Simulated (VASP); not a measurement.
Here is a VASP 6.6.1 calculation.

The input INCAR:

```
PREC = Accurate
ENCUT = 600
EDIFF = 1E-6
ISMEAR = 0
SIGMA = 0.1
LREAL = F
LASPH = T
NELM = 100
ALGO = Normal
ISIF = 3
LWAVE = F
LCHARG = F
GGA = PE
IBRION = 2
NSW = 100
EDIFFG = -0.01
```

Contents of KPOINTS:

```
regular mesh
0
Gamma
  18 18 18
```

Contents of POSCAR:

```
SnO
1.0
    3.1314419861      0.0000000000      0.0000000000
    0.0000000000      3.1314419861      0.0000000000
    0.0000000000      0.0000000000      3.1314419861
Sn O
1 1
Direct
    0.5000000000      0.5000000000      0.5000000000
    0.0000000000      0.0000000000      0.0000000000
```

Potentials or basis: VASP PAW PBE potentials, release 64 (Sn_d, O).

The run is started by

```sh
$ cat potpaw_PBE.64/Sn_d/POTCAR potpaw_PBE.64/O/POTCAR > POTCAR
$ mpirun -np 1 vasp_std > vasp.out
```

Estimate the band gap on the k mesh.

zero (band 10 reaches 8.12 eV, above the bottom of band 11 at 8.05 eV).

Final structure:
```xyz
2
Lattice="3.1314 0.0000 0.0000 0.0000 3.1314 0.0000 0.0000 0.0000 3.1314" Properties=species:S:1:pos:R:3 pbc="T T T"
Sn    1.5657    1.5657    1.5657
O     0.0000    0.0000    0.0000
```

Caveat: the relaxation stopped at its first step, so nothing moved; spin-orbit coupling is left out, which moves the levels of the heavy elements.
